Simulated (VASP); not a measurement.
# SrTiO3 (P4/mmm) in VASP: further runs, part 2 of 2

VASP 6.6.1. The steps go on from the part before.

## Step 4: Single point, PBE (z stretched by +2 %, then relaxed in part)

Input file INCAR:

```
PREC = Accurate
ENCUT = 600
EDIFF = 1E-6
ISMEAR = -1
SIGMA = 0.02
LREAL = False
LASPH = True
NELM = 120
ALGO = Normal
ISIF = 2
LWAVE = False
LCHARG = False
GGA = PE
NBANDS = 28
GGA_COMPAT = False
```

Input file KPOINTS:

```
Automatic mesh
0
Gamma
  8 8 8
```

Input file POSCAR:

```
SrTiO3
1.0
    3.9050000000      0.0000000000      0.0000000000
    0.0000000000      3.9050000000      0.0000000000
    0.0000000000      0.0000000000      3.9831000000
Sr Ti O
1 1 3
Direct
    0.0000000000      0.0000000000      0.0000000000
    0.5000000000      0.5000000000      0.5000000000
    0.0000000000      0.5000000000      0.5000000000
    0.5000000000      0.0000000000      0.5000000000
    0.5000000000      0.5000000000      0.0000000000
```

Potentials or basis: VASP PAW PBE potentials, release 64 (Sr_sv, Ti_sv, O).

Launch:

```bash
$ cat potpaw_PBE.64/Sr_sv/POTCAR potpaw_PBE.64/Ti_sv/POTCAR potpaw_PBE.64/O/POTCAR > POTCAR
$ mpirun -np 1 vasp_std > vasp.out
```

OUTCAR:

```text
PREC = Accurate
   ENCUT = 600
   EDIFF = 1E-6
   ISMEAR = -1
   LREAL = False
   LASPH = True
   NELM = 120
   ISIF = 2
   GGA = PE

 ion  position               nearest neighbor table
   1  0.000  0.000  0.000-   5 2.76   5 2.76   5 2.76   5 2.76   4 2.79   3 2.79   4 2.79   3 2.79
                             4 2.79   3 2.79   4 2.79   3 2.79   2 3.40   2 3.40   2 3.40   2 3.40
   2  0.500  0.500  0.500-   3 1.95   4 1.95   4 1.95   3 1.95   5 1.99   5 1.99   1 3.40   1 3.40
                             1 3.40   1 3.40   1 3.40   1 3.40   1 3.40   1 3.40
   3  0.000  0.500  0.500-   2 1.95   2 1.95   1 2.79   1 2.79   1 2.79   1 2.79
   4  0.500  0.000  0.500-   2 1.95   2 1.95   1 2.79   1 2.79   1 2.79   1 2.79
   5  0.500  0.500  0.000-   2 1.99   2 1.99   1 2.76   1 2.76   1 2.76   1 2.76

  LATTYP: Found a simple tetragonal cell.
 ALAT       =     3.9050000000
 C/A-ratio  =     1.0200000000

  Lattice vectors:

 A1 = (   3.9050000000,   0.0000000000,   0.0000000000)
 A2 = (   0.0000000000,   3.9050000000,   0.0000000000)
 A3 = (   0.0000000000,   0.0000000000,   3.9831000000)

Analysis of symmetry for initial positions (statically):
=====================================================================
 Subroutine PRICEL returns:
[... 174 lines left out ...]

  energy without entropy =      -40.09714485  energy(sigma->0) =      -40.09714485

 E-fermi :   4.6273     XC(G=0): -11.1663

 val. band max:        4.0316511266   @ k =   0.5000   0.5000   0.5000
 cond. band min:       5.8108471701   @ k =   0.0000   0.0000   0.0000
 fundamental gap:      1.7791960435
 Fermi energy:         4.6273190678

 k-point     1 :       0.0000    0.0000    0.0000
  band No.  band energies     occupation
      1     -52.5435      2.00000
      2     -28.8470      2.00000
      3     -28.7818      2.00000
      4     -28.7818      2.00000
      5     -28.7701      2.00000
      6     -13.3611      2.00000
[... 733 lines left out ...]
     27      11.6744      0.00000
     28      12.4157      0.00000

 [... further k-points ...]
[... 5 lines left out ...]
  --------------------------------------------------------------------------------------
  -------------------------------------------------------------------------------------
  Total        1.0539333      1.0539333     -0.5701409      0.0000000      0.0000000      0.0000000
  in kB       27.8010014     27.8010014    -15.0393641      0.0000000      0.0000000      0.0000000
  external PRESSURE =      13.5208795 kB  Pullay stress =       0.0000000 kB

 VOLUME and BASIS-vectors are now :
 -----------------------------------------------------------------------------
  energy-cutoff  :      600.00
  volume of cell :       60.74
      direct lattice vectors                 reciprocal lattice vectors
     3.905000000  0.000000000  0.000000000     0.256081946  0.000000000  0.000000000
     0.000000000  3.905000000  0.000000000     0.000000000  0.256081946  0.000000000
     0.000000000  0.000000000  3.983100000     0.000000000  0.000000000  0.251060732

 POSITION                                       TOTAL-FORCE (eV/Angst)
 -----------------------------------------------------------------------------------
      0.00000      0.00000      0.00000         0.000000      0.000000      0.000000
      1.95250      1.95250      1.99155         0.000000      0.000000      0.000000
      0.00000      1.95250      1.99155         0.000000      0.000000      0.000000
      1.95250      0.00000      1.99155         0.000000      0.000000      0.000000
      1.95250      1.95250      0.00000         0.000000      0.000000      0.000000
 -----------------------------------------------------------------------------------
    total drift:                                0.000000     -0.000000     -0.000000

  FREE ENERGIE OF THE ION-ELECTRON SYSTEM (eV)
  ---------------------------------------------------
  free  energy   TOTEN  =       -40.0971448549 eV

  energy  without entropy=      -40.0971448549  energy(sigma->0) =      -40.09714485
```

stdout:

```text
POSCAR found type information on POSCAR SrTiO
 POSCAR found :  3 types and       5 ions
 scaLAPACK will be used
 LDA part: xc-table for (Slater+PW92), standard interpolation
 POSCAR, INCAR and KPOINTS ok, starting setup
 FFT: planning ... GRIDC
 FFT: planning ... GRID_SOFT
 FFT: planning ... GRID
 WAVECAR not read
 entering main loop
```

Wall time 52 s (1 thread of Intel Xeon 6975P-C (Granite Rapids), shared host); peak memory 0.28 GiB.

Results:

```
Free energy            : -40.0971 eV
Pressure               : 1.4 GPa
Band gap on the k mesh : 1.78 eV, indirect (least direct gap 2.17 eV)
```

Stress tensor (GPa, compression positive):
```
 2.78  0.00  0.00
 0.00  2.78  0.00
 0.00  0.00 -1.50
```

Caveat: the cell differs from its parent crystal (z stretched by +2 %, then relaxed in part). A k mesh can miss the band edges.

## Step 5: Summary

| cell | gap on the mesh (eV) | pressure (GPa) |
| --- | --- | --- |
| a = 3.905, b = 3.905, c = 3.866 Å, 5 atoms | 1.86 | 6.8 |
| a = 3.905, b = 3.905, c = 3.944 Å, 5 atoms | 1.82 | 3.0 |
| a = 3.905, b = 3.905, c = 3.983 Å, 5 atoms | 1.78 | 1.4 |

Alike in all rows: task single point; level PBE; potentials or basis VASP PAW PBE potentials, release 64 (Sr_sv, Ti_sv, O); no spin polarisation; k mesh 8 × 8 × 8; cutoff (eV) 600; smearing fermi-dirac 0.02 eV.

Total energies depend on the potentials used, so only differences within one code and one set of settings carry meaning.
